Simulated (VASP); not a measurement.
**GaSb3: single point with LDA**

Crystal: GaSb3.

```
Ga Sb
1.0
     0.00000    3.81671    3.52282
     3.81671    0.00000    3.52282
     3.81671    3.81671    0.00000
Ga Sb
1 3
Direct
  0.00000 0.00000 0.00000
  0.25000 0.25000 0.25000
  0.75000 0.75000 0.75000
  0.50000 0.50000 0.50000
```

This cell differs from its parent crystal: volume 25.659 Å^3 an atom, c/a of the conventional cell 0.9230.

```yaml
Program: VASP 6.6.1
Task: single point
Functional: LDA
Potentials_or_basis: VASP PAW LDA potentials, release 64 (Ga_d, Sb)
Cutoff: 520 eV
k_mesh: 10 × 10 × 10
Occupations: gaussian, width 0.15 eV
Spin: no spin polarisation
Dipole_correction: no
Further_INCAR_settings: ALGO = Normal; EDIFF = 1e-06; NBANDS = 22
```

| Quantity | Value |
| --- | --- |
| Pressure | -3.9 GPa |
| Band gap on the k mesh | zero (band 14 reaches 9.12 eV, above the bottom of band 15 at 5.09 eV) |

Stress tensor (GPa, compression positive):
```
-3.97  0.00  0.00
 0.00 -3.97  0.00
 0.00  0.00 -3.81
```

Levels at points of the mesh, in eV from the Fermi level:
| k point | band 11 | band 12 | band 13 | band 14 | band 15 | band 16 | band 17 | band 18 |
| --- | --- | --- | --- | --- | --- | --- | --- | --- |
| (0.00, 0.00, 0.00) | -2.51 | -2.51 | -2.35 | -2.35 | -2.35 | -0.88 | -0.88 | 0.06 |
| (0.50, 0.00, 0.00) | -3.27 | -2.73 | -2.40 | -0.38 | -0.04 | 1.76 | 2.47 | 2.69 |
| (0.50, 0.50, 0.00) | -5.31 | 0.23 | 0.34 | 0.91 | 0.91 | 1.79 | 1.79 | 2.70 |
| (0.50, 0.00, 0.50) | -5.04 | 0.51 | 0.67 | 1.06 | 1.33 | 1.78 | 1.88 | 2.62 |

It took 2.8 min on 1 thread of Intel Xeon 6975P-C, on a shared host, peak memory 0.35 GiB.

Caveat: spin-orbit coupling is left out, which moves the levels of the heavy elements.
